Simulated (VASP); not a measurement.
# AlN (Cmm2) in VASP: a series of runs

AlN is run at these levels: PBEsol; tasks: single point.

All numbers are computed with VASP 6.6.1; they aren't measurements. Logs are shortened: lines on timing, memory, paths and dates and some standing lists are left out, and cuts for length are marked.

**1. The cell of the first run**

Symmetry: Cmm2, No. 35, orthorhombic system. Conventional cell: a = 6.190 Å, b = 6.190 Å, c = 4.377 Å, α = 90.00°, β = 90.00°, γ = 90.00°. Al (site symmetry mm2) has 2 N at 1.62 Å within 2.2 Å. Al (site symmetry 2) has 4 N at 1.90 Å within 2.5 Å. Within 2.5 Å of Al (site symmetry mm2) lie 4 N at 1.90 Å. N (site symmetry m) has 4 Al at 1.90 to 2.32 Å within 2.5 Å. Within 2.2 Å of N (site symmetry m) lie 4 Al at 1.62 to 1.90 Å.

**2. Single point, PBEsol (atom 1 (Al) moved by +0.000 Å along [1 1 0] and -0.630 Å along [0 0 1])**

INCAR

```
SYSTEM = AlN
PREC = Accurate
ENCUT = 520
EDIFF = 1E-6
ISMEAR = 0
SIGMA = 0.05
LREAL = .False.
LASPH = .True.
NELM = 60
ALGO = Normal
ISIF = 2
LWAVE = .False.
LCHARG = .False.
GGA = PS
NBANDS = 26
```

KPOINTS

```
Automatic mesh
0
Gamma
  6 6 6
  0 0 0
```

POSCAR

```
AlN
1.0
    4.3771405283      0.0000000000      0.0000000000
    0.0000000000     -4.3771405283      0.0000000000
    0.0000000000      0.0000000000     -4.3771405283
Al N
4 4
Direct
    0.0000000000      0.1439295805      0.0000000000
    0.5000000000      0.5000000000      0.0000000000
    0.5000000000      0.0000000000      0.5000000000
    0.0000000000      0.5000000000      0.5000000000
    0.7500000000      0.7500000000      0.7500000000
    0.2500000000      0.2500000000      0.7500000000
    0.2500000000      0.7500000000      0.2500000000
    0.7500000000      0.2500000000      0.2500000000
```

Potentials or basis: VASP PAW PBE potentials, release 64 (Al, N).

Launch:

```bash
$ cat potpaw_PBE.64/Al/POTCAR potpaw_PBE.64/N/POTCAR > POTCAR
$ mpirun -np 1 vasp_std > vasp.out
```

OUTCAR:

```text
SYSTEM = AlN
   PREC = Accurate
   ENCUT = 520
   EDIFF = 1E-6
   ISMEAR = 0
   LREAL = .False.
   LASPH = .True.
   NELM = 60
   ISIF = 2
   GGA = PS

 ion  position               nearest neighbor table
   1  0.000  0.144  0.000-   6 1.62   8 1.62   7 2.32   5 2.32   2 2.69   4 2.69   4 2.69   2 2.69
                             3 3.16   3 3.16   3 3.16   3 3.16
   2  0.500  0.500  0.000-   5 1.90   6 1.90   7 1.90   8 1.90   1 2.69   1 2.69   4 3.10   3 3.10
                             4 3.10   3 3.10   3 3.10   3 3.10   4 3.10   4 3.10
   3  0.500  0.000  0.500-   5 1.90   6 1.90   7 1.90   8 1.90   2 3.10   4 3.10   2 3.10   2 3.10
                             4 3.10   2 3.10   4 3.10   4 3.10   1 3.16   1 3.16   1 3.16   1 3.16
   4  0.000  0.500  0.500-   5 1.90   6 1.90   7 1.90   8 1.90   1 2.69   1 2.69   3 3.10   2 3.10
                             2 3.10   3 3.10   2 3.10   3 3.10   2 3.10   3 3.10
   5  0.750  0.750  0.750-   2 1.90   3 1.90   4 1.90   1 2.32
   6  0.250  0.250  0.750-   1 1.62   2 1.90   3 1.90   4 1.90
   7  0.250  0.750  0.250-   2 1.90   3 1.90   4 1.90   1 2.32
   8  0.750  0.250  0.250-   1 1.62   2 1.90   3 1.90   4 1.90

  LATTYP: Found a simple cubic cell.
 ALAT       =     4.3771405283

  Lattice vectors:

 A1 = (   4.3771405283,   0.0000000000,   0.0000000000)
 A2 = (   0.0000000000,  -4.3771405283,   0.0000000000)
 A3 = (   0.0000000000,   0.0000000000,  -4.3771405283)

Analysis of symmetry for initial positions (statically):
=====================================================================
 Subroutine PRICEL returns:
 Original cell was already a primitive cell.

 Routine SETGRP: Setting up the symmetry group for a
 simple cubic supercell.

 Subroutine GETGRP returns: Found  4 space group operations
 (whereof  4 operations were pure point group operations)
 out of a pool of 48 trial point group operations.

The static configuration has the point symmetry C_2v.

Analysis of symmetry for dynamics (positions and initial velocities):
=====================================================================
 Subroutine PRICEL returns:
 Original cell was already a primitive cell.

 Routine SETGRP: Setting up the symmetry group for a
 simple cubic supercell.

 Subroutine GETGRP returns: Found  4 space group operations
 (whereof  4 operations were pure point group operations)
 out of a pool of 48 trial point group operations.

The dynamic configuration has the point symmetry C_2v.

 Subroutine INISYM returns: Found  4 space group operations
 (whereof  4 operations are pure point group operations),
 and found     1 'primitive' translations

[... 114 lines left out ...]
   POTIM  = 0.5000    time-step for ionic-motion
   TEBEG  =    0.0;   TEEND  =   0.0 temperature during run
   PSTRESS=    0.0 pullay stress
   NELECT =      32.0000    total number of electrons
   NUPDOWN=      -1.0000    fix difference up-down
   EMIN   =  10.00;   EMAX   =-10.00  energy-range for DOS
   EFERMI =   0.00;   METHOD = LEGACY
   ISMEAR =     0;   SIGMA  =   0.05  broadening in eV -4-tet -1-fermi 0-gaus
   EFERMI_NEDOS =   21; number of points for ismear=-14 and -15
   IALGO  =     38    algorithm
   IMIX   =      4    mixing-type and parameters
     AMIX     =   0.40;   BMIX     =  1.00
     AMIX_MAG =   1.60;   BMIX_MAG =  1.00
  volume/ion in A,a.u.               =      10.48        70.74
  Fermi-wavevector in a.u.,A,eV,Ry     =   1.187411  2.243881 19.183459  1.409944
  Thomas-Fermi vector in A             =   2.323563
   LORBIT       =      0    0 simple, 1 ext, 2 COOP (PROOUT), +10 PAW based schemes
   GGA     = PS    functional components
   LHFCALC =     F    Hartree Fock is set to
   AEXX    =    0.0000 exact exchange contribution
   IVDW    =     0    specifies the selected vdW correction
   LEPSILON=     F    determine dielectric tensor
   LRPA    =     F    only Hartree local field effects (RPA)
 non-spin polarized calculation
 Gauss-broadening in eV      SIGMA  =   0.05
  energy-cutoff  :      520.00
  volume of cell :       83.86
 maximum number of plane-waves:      2301
 NGX is ok and might be reduce to    36
   NGX = 17   NGY = 17   NGZ = 17

 number of electron      31.9999992 magnetization

 Free energy of the ion-electron system (eV)
  ---------------------------------------------------
  ext. energy  EPLUGINS =         0.00000000
  ---------------------------------------------------
  free energy    TOTEN  =       -58.91806681 eV

  energy without entropy =      -58.91806681  energy(sigma->0) =      -58.91806681

 E-fermi :   7.0182     XC(G=0): -11.0861

 val. band max:        6.7864025869   @ k =   0.5000   0.5000   0.5000
 cond. band min:       7.6054658752   @ k =   0.0000   0.0000   0.0000
 fundamental gap:      0.8190632883
 Fermi energy:         7.0182174583

 k-point     1 :       0.0000    0.0000    0.0000
  band No.  band energies     occupation
      1      -9.5695      2.00000
      2      -7.5082      2.00000
      3      -6.2479      2.00000
      4      -5.5985      2.00000
      5       0.2693      2.00000
      6       0.5072      2.00000
[... 685 lines left out ...]
     25      16.4200      0.00000
     26      16.5399      0.00000

 [... further k-points ...]

------------------------ aborting loop because EDIFF is reached ----------------------------------------

  FORCE on cell =-STRESS in cart. coord.  units (eV):
  Direction    XX          YY          ZZ          XY          YZ          ZX
  --------------------------------------------------------------------------------------
  -------------------------------------------------------------------------------------
  Total       10.5036154     -2.7347310     10.5036154      0.0000000      0.0000000      8.3529883
  in kB      200.6679093    -52.2460820    200.6679093      0.0000000      0.0000000    159.5809279
  external PRESSURE =     116.3632456 kB  Pullay stress =       0.0000000 kB

 VOLUME and BASIS-vectors are now :
 -----------------------------------------------------------------------------
  energy-cutoff  :      520.00
  volume of cell :       83.86
      direct lattice vectors                 reciprocal lattice vectors
     4.377140528  0.000000000  0.000000000     0.228459652  0.000000000  0.000000000
     0.000000000 -4.377140528  0.000000000     0.000000000 -0.228459652  0.000000000
     0.000000000  0.000000000 -4.377140528     0.000000000  0.000000000 -0.228459652

 POSITION                                       TOTAL-FORCE (eV/Angst)
 -----------------------------------------------------------------------------------
      0.00000     -0.63000      0.00000        -0.000000      9.288975     -0.000000
      2.18857     -2.18857      0.00000        -0.000000     -2.691820     -0.000000
      2.18857      0.00000     -2.18857        -0.000000      1.680196      0.000000
      0.00000     -2.18857     -2.18857        -0.000000     -2.691820      0.000000
      3.28286     -3.28286     -3.28286         0.130888     -0.429648     -0.130888
      1.09429     -1.09429     -3.28286         3.862023     -2.363116      3.862023
      1.09429     -3.28286     -1.09429        -0.130888     -0.429648      0.130888
      3.28286     -1.09429     -1.09429        -3.862023     -2.363116     -3.862023
 -----------------------------------------------------------------------------------
    total drift:                                0.000000      0.000194      0.000000

  FREE ENERGIE OF THE ION-ELECTRON SYSTEM (eV)
  ---------------------------------------------------
  free  energy   TOTEN  =       -58.9180668055 eV

  energy  without entropy=      -58.9180668055  energy(sigma->0) =      -58.91806681
```

Run time: 57 s. Hardware: 1 thread of Intel Xeon 6975P-C (Granite Rapids), shared host; peak memory 0.24 GiB.

What came out:

```
Free energy            : -58.9181 eV
Pressure               : 11.6 GPa
Largest force          : 9.289 eV/Å
Band gap on the k mesh : 0.82 eV (least direct gap 0.94 eV)
```

Forces in eV/Å, atoms in the order of the input:
```
Al   0.000  9.289  0.000
Al   0.000 -2.692  0.000
Al   0.000  1.680  0.000
Al   0.000 -2.692  0.000
N    0.131 -0.430 -0.131
N    3.862 -2.363  3.862
N   -0.131 -0.430  0.131
N   -3.862 -2.363 -3.862
```

Levels at points of the mesh, in eV from the valence-band top:
| k point | band 12 | band 13 | band 14 | band 15 | band 16 | band 17 | band 18 | band 19 | band 20 | band 21 |
| --- | --- | --- | --- | --- | --- | --- | --- | --- | --- | --- |
| (0.00, 0.00, 0.00) | -2.28 | -2.26 | -0.84 | -0.83 | -0.12 | 0.82 | 1.29 | 3.45 | 3.65 | 6.18 |
| (0.50, 0.00, 0.00) | -2.84 | -1.97 | -1.90 | -1.42 | -1.42 | 3.21 | 3.66 | 5.94 | 5.96 | 7.75 |
| (0.00, 0.50, 0.00) | -3.36 | -3.17 | -2.96 | -1.20 | -0.60 | 3.82 | 3.97 | 5.77 | 5.91 | 7.91 |
| (0.50, 0.50, 0.00) | -2.47 | -1.80 | -1.71 | -0.99 | -0.94 | 5.24 | 5.31 | 6.90 | 7.42 | 7.73 |
| (0.50, 0.00, 0.50) | -3.00 | -2.91 | -2.59 | -0.80 | -0.11 | 4.87 | 5.58 | 7.04 | 7.21 | 7.83 |
| (0.50, 0.50, 0.50) | -1.51 | -1.41 | -1.05 | -0.73 | 0.00 | 4.86 | 5.86 | 5.97 | 6.51 | 7.23 |

Caveat: the cell differs from its parent crystal (atom 1 (Al) moved by +0.000 Å along [1 1 0] and -0.630 Å along [0 0 1]); the cell stands under pressure; the PAW data sets were made with another functional, which shifts forces and pressure a little. A k mesh can miss the band edges.

[end of part 1 of 2]
